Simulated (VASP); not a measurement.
A run of VASP 6.6.1 is set up as follows.

The input POSCAR:

```
Ti
1.0
    3.1405000000      0.0000000000      0.0000000000
   -1.5702500000      2.7197527806      0.0000000000
    0.0000000000      0.0000000000      4.6384185731
Ti
2
Direct
    0.3333333333      0.6666666667      0.2500000000
    0.6666666667      0.3333333333      0.7500000000
```

The input INCAR.step1:

```
SYSTEM = Ti
  PREC = Accurate
  ENCUT = 520
  ISMEAR = 1
  SIGMA = 0.05
  LREAL = .False.
  LASPH = .True.
  NELM = 80
  NBANDS = 19
  GGA = PE
  ALGO = Normal
  EDIFF = 1E-4
  LWAVE = .True.
  LCHARG = .False.
```

The input INCAR.step2:

```
SYSTEM = Ti
  PREC = Accurate
  ENCUT = 520
  EDIFF = 1E-6
  ISMEAR = 1
  SIGMA = 0.05
  LREAL = .False.
  LASPH = .True.
  NELM = 80
  ALGO = Normal
  ISIF = 2
  LWAVE = .False.
  LCHARG = .True.
  METAGGA = R2SCAN
  LMIXTAU = .True.
  LELF = .True.
  LVHAR = .True.
  NBANDS = 19
  ISTART = 1
```

File KPOINTS:

```
regular mesh
0
Gamma
  18 18 10
  0 0 0
```

Potentials or basis: VASP PAW PBE potentials, release 64 (Ti_sv).

The run is started by

```bash
$ cat potpaw_PBE.64/Ti_sv/POTCAR > POTCAR
$ cp INCAR.step1 INCAR
$ mpirun -np 1 vasp_std > vasp.out
$ cp INCAR.step2 INCAR
$ mpirun -np 1 vasp_std > vasp.out
```

**Question.** What does it give for the pressure?

**Answer.** -12.1 GPa.

**Question.** Estimate the band gap on the k mesh.

**Answer.** Zero (bands 12 and 13 overlap by 1.13 eV).

Stress tensor (GPa, compression positive):
```
-14.24   0.00   0.00
  0.00 -14.24   0.00
  0.00   0.00  -7.83
```

Caveat: the stress differs along the axes, from -14 to -8 GPa; the PAW data sets were made with another functional, which shifts forces and pressure a little.
